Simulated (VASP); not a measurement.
# GaN (Fm-3m) in VASP: notebook

The runs below take GaN through single point, with LDA.

Everything below comes from runs of VASP 6.6.1. Logs are shortened: lines on timing, memory, paths and dates and some standing lists are left out, and cuts for length are marked.

## 1. The cell of the first run

It takes space group Fm-3m (No. 225, cubic). The conventional cell has a = 4.153 Å, b = 4.153 Å, c = 4.153 Å, α = 90.00°, β = 90.00°, γ = 90.00°. Within 2.7 Å of Ga (site symmetry m-3m) lie 6 N at 2.08 Å. Within 2.7 Å of N (site symmetry m-3m) lie 6 Ga at 2.08 Å.

## 2. Single point, LDA

INCAR

```
  ALGO = Normal
  EDIFF = 1E-6
  ENCUT = 600
  GGA_COMPAT = False
  ISIF = 2
  ISMEAR = -1
  LASPH = True
  LCHARG = False
  LREAL = False
  LWAVE = False
  NBANDS = 16
  NELM = 120
  PREC = Accurate
  SIGMA = 0.05
```

KPOINTS

```
k-points
0
Gamma
  8 8 8
```

POSCAR

```
GaN
1.0
    0.0000000000      2.0767105653      2.0767105653
    2.0767105653      0.0000000000      2.0767105653
    2.0767105653      2.0767105653      0.0000000000
Ga N
1 1
Direct
    0.0000000000      0.0000000000      0.0000000000
    0.5000000000      0.5000000000      0.5000000000
```

Potentials or basis: VASP PAW LDA potentials, release 64 (Ga_d, N).

Started as:

```console
$ cat potpaw_LDA.64/Ga_d/POTCAR potpaw_LDA.64/N/POTCAR > POTCAR
$ mpirun -np 1 vasp_std > vasp.out
```

OUTCAR:

```text
EDIFF = 1E-6
   ENCUT = 600
   ISIF = 2
   ISMEAR = -1
   LASPH = True
   LREAL = False
   NELM = 120
   PREC = Accurate

 ion  position               nearest neighbor table
   1  0.000  0.000  0.000-   2 2.08   2 2.08   2 2.08   2 2.08   2 2.08   2 2.08
   2  0.500  0.500  0.500-   1 2.08   1 2.08   1 2.08   1 2.08   1 2.08   1 2.08

  LATTYP: Found a face centered cubic cell.
 ALAT       =     4.1534211306

  Lattice vectors:

 A1 = (   0.0000000000,   2.0767105653,   2.0767105653)
 A2 = (   2.0767105653,   0.0000000000,   2.0767105653)
 A3 = (   2.0767105653,   2.0767105653,   0.0000000000)

Analysis of symmetry for initial positions (statically):
=====================================================================
 Subroutine PRICEL returns:
 Original cell was already a primitive cell.

 Routine SETGRP: Setting up the symmetry group for a
 face centered cubic supercell.

 Subroutine GETGRP returns: Found 48 space group operations
 (whereof 48 operations were pure point group operations)
 out of a pool of 48 trial point group operations.

The static configuration has the point symmetry O_h .

Analysis of symmetry for dynamics (positions and initial velocities):
=====================================================================
 Subroutine PRICEL returns:
 Original cell was already a primitive cell.

 Routine SETGRP: Setting up the symmetry group for a
 face centered cubic supercell.

 Subroutine GETGRP returns: Found 48 space group operations
 (whereof 48 operations were pure point group operations)
 out of a pool of 48 trial point group operations.

The dynamic configuration has the point symmetry O_h .

 Subroutine INISYM returns: Found 48 space group operations
 (whereof 48 operations are pure point group operations),
 and found     1 'primitive' translations

----------------------------------------------------------------------------------------

                                     Primitive cell

  volume of cell :      17.9126

  direct lattice vectors                    reciprocal lattice vectors
     0.000000000  2.076710565  2.076710565    -0.240765376  0.240765376  0.240765376
     2.076710565  0.000000000  2.076710565     0.240765376 -0.240765376  0.240765376
     2.076710565  2.076710565  0.000000000     0.240765376  0.240765376 -0.240765376

  length of vectors
     2.936912247  2.936912247  2.936912247     0.417017864  0.417017864  0.417017864

  position of ions in fractional coordinates (direct lattice)
     0.000000000  0.000000000  0.000000000
     0.500000000  0.500000000  0.500000000

  ion indices of the primitive-cell ions
   primitive index   ion index
                 1           1
                 2           2

----------------------------------------------------------------------------------------

 KPOINTS: k-points

Automatic generation of k-mesh.
 Grid dimensions read from file:
 generate k-points for:    8    8    8

 Generating k-lattice:

  Cartesian coordinates                     Fractional coordinates (reciprocal lattice)
    -0.030095672  0.030095672  0.030095672     0.125000000  0.000000000  0.000000000
     0.030095672 -0.030095672  0.030095672     0.000000000  0.125000000  0.000000000
     0.030095672  0.030095672 -0.030095672     0.000000000  0.000000000  0.125000000

  Length of vectors
     0.052127233  0.052127233  0.052127233

  Shift w.r.t. Gamma in fractional coordinates (k-lattice)
     0.000000000  0.000000000  0.000000000

 Subroutine IBZKPT returns following result:
 ===========================================

 Found     29 irreducible k-points:

 Following reciprocal coordinates:
            Coordinates               Weight
  0.000000  0.000000  0.000000      1.000000
  0.125000  0.000000  0.000000      8.000000
  0.250000  0.000000  0.000000      8.000000
  0.375000  0.000000  0.000000      8.000000
  0.500000  0.000000  0.000000      4.000000
  0.125000  0.125000  0.000000      6.000000
[... 16 lines left out ...]
  0.500000  0.250000  0.125000     48.000000
 -0.375000  0.250000  0.125000     24.000000
 [... further k-points ...]
   k-points           NKPTS =     29   k-points in BZ     NKDIM =     29   number of bands    NBANDS=     16
   number of dos      NEDOS =    301   number of ions     NIONS =      2
   total plane-waves  NPLWV =  13824
   dimension x,y,z NGX =    24 NGY =   24 NGZ =   24
   dimension x,y,z NGXF=    48 NGYF=   48 NGZF=   48
   ions per type =               1   1
   NGX,Y,Z   is equivalent  to a cutoff of  13.59, 13.59, 13.59 a.u.
   NGXF,Y,Z  is equivalent  to a cutoff of  27.17, 27.17, 27.17 a.u.
 SYSTEM =  unknown system
   PREC   = accura    normal or accurate (medium, high low for compatibility)
   ISTART =      0    job   : 0-new  1-cont  2-samecut
   ICHARG =      2    charge: 1-file 2-atom 10-const
   ISPIN  =      1    spin polarized calculation?
   LNONCOLLINEAR =      F non collinear calculations
   LSORBIT =      F    spin-orbit coupling
   LASPH  =      T    aspherical Exc in radial PAW
   ENCUT  =  600.0 eV  44.10 Ry    6.64 a.u.   5.87  5.87  5.87*2*pi/ulx,y,z
   NELM   =    120;   NELMIN=  2; NELMDL= -5     # of ELM steps
   EDIFF  = 0.1E-05   stopping-criterion for ELM
   LREAL  =      F    real-space projection
   EDIFFG = 0.1E-04   stopping-criterion for IOM
   NSW    =      0    number of steps for IOM
   IBRION =     -1    ionic relax: 0-MD 1-quasi-New 2-CG
   NFREE  =      0    steps in history (QN), initial steepest desc. (CG)
   ISIF   =      2    stress and relaxation
   ISYM   =      2    0-nonsym 1-usesym 2-fastsym
   POTIM  = 0.5000    time-step for ionic-motion
   TEBEG  =    0.0;   TEEND  =   0.0 temperature during run
   PSTRESS=    0.0 pullay stress
   NELECT =      18.0000    total number of electrons
   NUPDOWN=      -1.0000    fix difference up-down
   EMIN   =  10.00;   EMAX   =-10.00  energy-range for DOS
   EFERMI =   0.00;   METHOD = LEGACY
   ISMEAR =    -1;   SIGMA  =   0.05  broadening in eV -4-tet -1-fermi 0-gaus
   EFERMI_NEDOS =   21; number of points for ismear=-14 and -15
   IALGO  =     38    algorithm
   IMIX   =      4    mixing-type and parameters
     AMIX     =   0.40;   BMIX     =  1.00
     AMIX_MAG =   1.60;   BMIX_MAG =  1.00
  volume/ion in A,a.u.               =       8.96        60.44
  Fermi-wavevector in a.u.,A,eV,Ry     =   1.639758  3.098693 36.583420  2.688806
  Thomas-Fermi vector in A             =   2.730510
   LORBIT       =      0    0 simple, 1 ext, 2 COOP (PROOUT), +10 PAW based schemes
   GGA     = CA    functional components
   LHFCALC =     F    Hartree Fock is set to
   AEXX    =    0.0000 exact exchange contribution
   IVDW    =     0    specifies the selected vdW correction
   LEPSILON=     F    determine dielectric tensor
   LRPA    =     F    only Hartree local field effects (RPA)
 non-spin polarized calculation
  energy-cutoff  :      600.00
  volume of cell :       17.91
 maximum number of plane-waves:       610
   NGX = 11   NGY = 11   NGZ = 11

 number of electron      17.9999992 magnetization

 Free energy of the ion-electron system (eV)
  ---------------------------------------------------
  ext. energy  EPLUGINS =         0.00000000
  ---------------------------------------------------
  free energy    TOTEN  =       -13.07196210 eV

  energy without entropy =      -13.07194806  energy(sigma->0) =      -13.07195508

 E-fermi :   8.7827     XC(G=0): -13.7823

 val. band max:        8.3452120255   @ k =  -0.2500   0.1250   0.0000
 cond. band min:       9.1124299585   @ k =   0.5000   0.5000   0.0000
 fundamental gap:      0.7672179330
 Fermi energy:         8.7826544113

 k-point     1 :       0.0000    0.0000    0.0000
  band No.  band energies     occupation
      1      -9.3834      2.00000
      2      -5.7311      2.00000
      3      -5.7311      2.00000
      4      -5.7311      2.00000
      5      -5.6191      2.00000
      6      -5.6191      2.00000
[... 8 lines left out ...]
     15      24.6460      0.00000
     16      24.6460      0.00000

 k-point     2 :       0.1250    0.0000    0.0000
  band No.  band energies     occupation
      1      -9.0591      2.00000
      2      -5.7464      2.00000
      3      -5.7192      2.00000
      4      -5.7192      2.00000
      5      -5.6375      2.00000
      6      -5.6375      2.00000
[... 8 lines left out ...]
     15      24.8495      0.00000
     16      24.8495      0.00000

 k-point     3 :       0.2500    0.0000    0.0000
  band No.  band energies     occupation
      1      -8.1373      2.00000
      2      -5.7865      2.00000
      3      -5.7865      2.00000
      4      -5.7831      2.00000
      5      -5.5837      2.00000
      6      -5.5837      2.00000
[... 8 lines left out ...]
     15      26.5880      0.00000
     16      26.5880      0.00000

 k-point     4 :       0.3750    0.0000    0.0000
  band No.  band energies     occupation
      1      -6.8525      2.00000
      2      -5.8803      2.00000
      3      -5.8803      2.00000
      4      -5.8247      2.00000
      5      -5.5007      2.00000
      6      -5.5007      2.00000
[... 8 lines left out ...]
     15      29.3996      0.00000
     16      29.3996      0.00000
[... 324 lines left out ...]
 k-point    22 :       0.3750    0.2500    0.1250
  band No.  band energies     occupation
      1      -7.6495      2.00000
      2      -5.8145      2.00000
      3      -5.7660      2.00000
      4      -5.6828      2.00000
      5      -5.5856      2.00000
      6      -5.3288      2.00000
[... 8 lines left out ...]
     15      30.0986      0.00000
     16      30.5297      0.00000

 k-point    23 :       0.5000    0.2500    0.1250
  band No.  band energies     occupation
      1      -7.0856      2.00000
      2      -5.8480      2.00000
      3      -5.7710      2.00000
      4      -5.6931      2.00000
      5      -5.4980      2.00000
      6      -4.6675      2.00000
[... 8 lines left out ...]
     15      30.1410      0.00000
     16      31.6585      0.00000

 k-point    24 :      -0.3750    0.2500    0.1250
  band No.  band energies     occupation
      1      -6.9139      2.00000
      2      -5.8819      2.00000
      3      -5.7752      2.00000
      4      -5.6812      2.00000
      5      -5.4611      2.00000
      6      -4.0482      2.00000
[... 8 lines left out ...]
     15      27.8208      0.00000
     16      32.5428      0.00000

 [... further k-points ...]

------------------------ aborting loop because EDIFF is reached ----------------------------------------

  FORCE on cell =-STRESS in cart. coord.  units (eV):
  Direction    XX          YY          ZZ          XY          YZ          ZX
  --------------------------------------------------------------------------------------
  -------------------------------------------------------------------------------------
  Total        0.7300547      0.7300547      0.7300547      0.0000000      0.0000000      0.0000000
  in kB       65.2992278     65.2992278     65.2992278      0.0000000      0.0000000      0.0000000
  external PRESSURE =      65.2992278 kB  Pullay stress =       0.0000000 kB

 VOLUME and BASIS-vectors are now :
 -----------------------------------------------------------------------------
  energy-cutoff  :      600.00
  volume of cell :       17.91
      direct lattice vectors                 reciprocal lattice vectors
     0.000000000  2.076710565  2.076710565    -0.240765376  0.240765376  0.240765376
     2.076710565  0.000000000  2.076710565     0.240765376 -0.240765376  0.240765376
     2.076710565  2.076710565  0.000000000     0.240765376  0.240765376 -0.240765376

 POSITION                                       TOTAL-FORCE (eV/Angst)
 -----------------------------------------------------------------------------------
      0.00000      0.00000      0.00000         0.000000     -0.000000     -0.000000
      2.07671      2.07671      2.07671        -0.000000      0.000000      0.000000
 -----------------------------------------------------------------------------------
    total drift:                                0.000000     -0.000000     -0.000000

  FREE ENERGIE OF THE ION-ELECTRON SYSTEM (eV)
  ---------------------------------------------------
  free  energy   TOTEN  =       -13.0719620973 eV

  energy  without entropy=      -13.0719480639  energy(sigma->0) =      -13.07195508
```

It took 13 s on 1 thread of AMD EPYC 7R43 (Zen 3), shared host; peak memory 0.1 GiB.

Results:

| Quantity | Value |
| --- | --- |
| Free energy | -13.0720 eV |
| Pressure | 6.5 GPa |
| Band gap on the k mesh | 0.77 eV, indirect (least direct gap 3.52 eV) |

Levels at points of the mesh, in eV from the valence-band top:
| k point | band 6 | band 7 | band 8 | band 9 | band 10 | band 11 | band 12 | band 13 |
| --- | --- | --- | --- | --- | --- | --- | --- | --- |
| (0.00, 0.00, 0.00) | -13.96 | -0.57 | -0.57 | -0.57 | 2.94 | 14.98 | 14.98 | 14.98 |
| (0.50, 0.00, 0.00) | -13.81 | -8.60 | -0.15 | -0.15 | 4.91 | 9.21 | 9.21 | 9.95 |
| (0.50, 0.50, 0.00) | -10.73 | -7.58 | -3.26 | -3.26 | 0.77 | 7.83 | 12.32 | 14.97 |

## 3. Single point, LDA

This run uses another cell than the first one, of 9.22 Å³/atom, 1.029 times its volume.

INCAR

```
ALGO = Normal ; EDIFF = 1E-6
ENCUT = 600 ; GGA = CA
GGA_COMPAT = F ; ISIF = 2
ISMEAR = -1 ; LASPH = T
LCHARG = F ; LREAL = F
LWAVE = F ; NBANDS = 16
NELM = 120 ; PREC = Accurate
SIGMA = 0.05
```

KPOINTS is that of step 2.

POSCAR

```
GaN
1.0
    0.0000000000      2.0965846012      2.0965846012
    2.0965846012      0.0000000000      2.0965846012
    2.0965846012      2.0965846012      0.0000000000
Ga N
1 1
Direct
    0.0000000000      0.0000000000      0.0000000000
    0.5000000000      0.5000000000      0.5000000000
```

Potentials or basis: VASP PAW LDA potentials, release 64 (Ga_d, N).

Started as:

```console
$ cat potpaw_LDA.64/Ga_d/POTCAR potpaw_LDA.64/N/POTCAR > POTCAR
$ mpirun -np 1 vasp_std > vasp.out
```

It took 15 s on 1 thread of AMD EPYC 7R43 (Zen 3), shared host; peak memory 0.09 GiB.

It converged, with:

```
Free energy            : -13.0817 eV
Pressure               : -0.9 GPa
Band gap on the k mesh : 0.58 eV, indirect (least direct gap 3.14 eV)
```

Levels at points of the mesh, in eV from the valence-band top:
```tsv
k point	band 5	band 6	band 7	band 8	band 9	band 10	band 11	band 12	band 13	band 14
(0.00, 0.00, 0.00)	-13.97	-13.97	-0.54	-0.54	-0.54	2.60	14.81	14.81	14.81	15.88
(0.50, 0.00, 0.00)	-13.83	-13.83	-8.45	-0.15	-0.15	4.78	9.04	9.04	9.56	16.47
(0.50, 0.50, 0.00)	-13.77	-10.80	-7.35	-3.15	-3.15	0.58	7.80	12.03	14.59	14.59
```

A k mesh can miss the band edges.

## 4. Single point, LDA

This run uses another cell than the first one, of 9.48 Å³/atom, 1.058 times its volume.

INCAR

```
SYSTEM = GaN
PREC     = Accurate       ! precision mode
ENCUT    = 600            ! plane-wave cutoff, eV
EDIFF    = 1E-6           ! SCF threshold, eV
ISMEAR   = -1             ! smearing method
SIGMA    = 0.05           ! smearing width, eV
LREAL    = .False.        ! projectors in reciprocal space
LASPH    = .True.         ! aspherical terms in the spheres
NELM     = 120            ! most SCF steps
ALGO     = Normal         ! electronic algorithm
ISIF     = 2              ! what is computed and relaxed
LWAVE    = .False.        ! write WAVECAR
LCHARG   = .False.        ! write CHGCAR
NBANDS   = 16             ! bands
GGA_COMPAT= .False.
```

KPOINTS

```
regular mesh
0
Gamma
  8 8 8
  0 0 0
```

POSCAR

```
GaN
1.0
    0.0000000000      2.1160888338      2.1160888338
    2.1160888338      0.0000000000      2.1160888338
    2.1160888338      2.1160888338      0.0000000000
Ga N
1 1
Direct
    0.0000000000      0.0000000000      0.0000000000
    0.5000000000      0.5000000000      0.5000000000
```

Started as:

```console
$ cat potpaw_LDA.64/Ga_d/POTCAR potpaw_LDA.64/N/POTCAR > POTCAR
$ mpirun -np 1 vasp_std > vasp.out
```

Wall time 13 s (1 thread of AMD EPYC 7R43 (Zen 3), shared host); peak memory 0.1 GiB.

The run converged. Its results:

```yaml
Free_energy: -13.0690 eV
Pressure: -7.3 GPa
Band_gap_on_the_k_mesh: 0.41 eV, indirect (least direct gap 2.78 eV)
```

Levels at points of the mesh, in eV from the valence-band top:
```
           k point  band 6  band 7  band 8  band 9  band 10  band 11  band 12  band 13
(0.00, 0.00, 0.00)  -13.99   -0.50   -0.50   -0.50     2.28    14.65    14.65    14.65
(0.50, 0.00, 0.00)  -13.85   -8.31   -0.15   -0.15     4.66     8.89     8.89     9.20
(0.50, 0.50, 0.00)  -10.85   -7.13   -3.04   -3.04     0.41     7.77    11.75    14.23
```

## 5. Single point, LDA

This run uses another cell than the first one, of 9.74 Å³/atom, 1.087 times its volume.

INCAR

```
SYSTEM = GaN
PREC = Accurate
ENCUT = 600
EDIFF = 1E-6
ISMEAR = -1
SIGMA = 0.05
LREAL = .FALSE.
LASPH = .TRUE.
NELM = 120
ALGO = Normal
ISIF = 2
LWAVE = .FALSE.
LCHARG = .FALSE.
GGA = CA
NBANDS = 16
GGA_COMPAT = .FALSE.
```

KPOINTS

```
Automatic mesh
0
G
  8 8 8
  0 0 0
```

POSCAR

```
GaN
1.0
    0.0000000000      2.1352400000      2.1352400000
    2.1352400000      0.0000000000      2.1352400000
    2.1352400000      2.1352400000      0.0000000000
Ga N
1 1
Direct
    0.0000000000      0.0000000000      0.0000000000
    0.5000000000      0.5000000000      0.5000000000
```

Potentials or basis: VASP PAW LDA potentials, release 64 (Ga_d, N).

Started as:

```console
$ cat potpaw_LDA.64/Ga_d/POTCAR potpaw_LDA.64/N/POTCAR > POTCAR
$ mpirun -np 1 vasp_std > vasp.out
```

OUTCAR:

```text
SYSTEM = GaN
   PREC = Accurate
   ENCUT = 600
   EDIFF = 1E-6
   ISMEAR = -1
   LREAL = .FALSE.
   LASPH = .TRUE.
   NELM = 120
   ISIF = 2
   GGA = CA

 ion  position               nearest neighbor table
   1  0.000  0.000  0.000-   2 2.14   2 2.14   2 2.14   2 2.14   2 2.14   2 2.14
   2  0.500  0.500  0.500-   1 2.14   1 2.14   1 2.14   1 2.14   1 2.14   1 2.14

  LATTYP: Found a face centered cubic cell.
 ALAT       =     4.2704800000

  Lattice vectors:

[... 640 lines left out ...]
 [... further k-points ...]

------------------------ aborting loop because EDIFF is reached ----------------------------------------

  FORCE on cell =-STRESS in cart. coord.  units (eV):
  Direction    XX          YY          ZZ          XY          YZ          ZX
  --------------------------------------------------------------------------------------
  -------------------------------------------------------------------------------------
  Total       -1.5236794     -1.5236794     -1.5236794      0.0000000     -0.0000000      0.0000000
  in kB     -125.3816810   -125.3816810   -125.3816810      0.0000000     -0.0000000      0.0000000
  external PRESSURE =    -125.3816810 kB  Pullay stress =       0.0000000 kB

 VOLUME and BASIS-vectors are now :
 -----------------------------------------------------------------------------
  energy-cutoff  :      600.00
  volume of cell :       19.47
      direct lattice vectors                 reciprocal lattice vectors
     0.000000000  2.135240000  2.135240000    -0.234165714  0.234165714  0.234165714
     2.135240000  0.000000000  2.135240000     0.234165714 -0.234165714  0.234165714
     2.135240000  2.135240000  0.000000000     0.234165714  0.234165714 -0.234165714

 POSITION                                       TOTAL-FORCE (eV/Angst)
 -----------------------------------------------------------------------------------
      0.00000      0.00000      0.00000         0.000000      0.000000      0.000000
      2.13524      2.13524      2.13524        -0.000000     -0.000000     -0.000000
 -----------------------------------------------------------------------------------
    total drift:                                0.000000     -0.000000     -0.000000

  FREE ENERGIE OF THE ION-ELECTRON SYSTEM (eV)
  ---------------------------------------------------
  free  energy   TOTEN  =       -13.0372420984 eV

  energy  without entropy=      -13.0362743472  energy(sigma->0) =      -13.03675822
```

Run time: 16 s. Hardware: 1 thread of AMD EPYC 7R43 (Zen 3), shared host; peak memory 0.1 GiB.

Results:

```
Free energy            : -13.0372 eV
Pressure               : -12.5 GPa
Band gap on the k mesh : 0.24 eV, indirect (least direct gap 2.45 eV)
```

## 6. Overview

| cell | gap on the mesh (eV) | pressure (GPa) |
| --- | --- | --- |
| a = 2.937 Å, angles 60.0°, 2 atoms | 0.77 | 6.5 |
| a = 2.965 Å, angles 60.0°, 2 atoms | 0.58 | -0.9 |
| a = 2.993 Å, angles 60.0°, 2 atoms | 0.41 | -7.3 |
| a = 3.020 Å, angles 60.0°, 2 atoms | 0.24 | -12.5 |

Alike in all rows: task single point; level LDA; potentials or basis VASP PAW LDA potentials, release 64 (Ga_d, N); no spin polarisation; k mesh 8 × 8 × 8; cutoff (eV) 600; smearing fermi-dirac 0.05 eV.

Total energies depend on the potentials used, so only differences within one code and one set of settings carry meaning.
